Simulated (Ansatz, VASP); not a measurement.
## Ti in VASP and in Ansatz

```
Ti
1.0
     2.93586    0.00000    0.00000
    -1.46793    2.54253    0.00000
     0.00000    0.00000    4.64162
Ti
2
Direct
  0.33333 0.66667 0.25000
  0.66667 0.33333 0.75000
```

Alike in both runs: task single point; functional r2SCAN; k mesh 12 × 12 × 7; occupations fermi-dirac, width 0.03 eV; no spin polarisation.

|  | VASP | Ansatz |
| --- | --- | --- |
| version | VASP 6.6.1 | Ansatz 0.2.0 |
| potentials or method | VASP PAW PBE potentials, release 64 (Ti_sv), cutoff 520 eV | plane waves (500 eV) with PAW, scalar-relativistic |
| valence electrons in the cell | 24 | 24 |

Ansatz gave:

* pressure (GPa): -0.1
* traceless stress, the component that is largest in VASP (GPa): -0.09

**Question.** What did VASP give for the same quantities?

**Answer.** Pressure (GPa): 0.3; traceless stress, the component that is largest in VASP (GPa): -0.08.

VASP's potentials were made for PBE, not for r2SCAN. With one functional, cell and mesh, what is left measures potentials, basis and numerics.
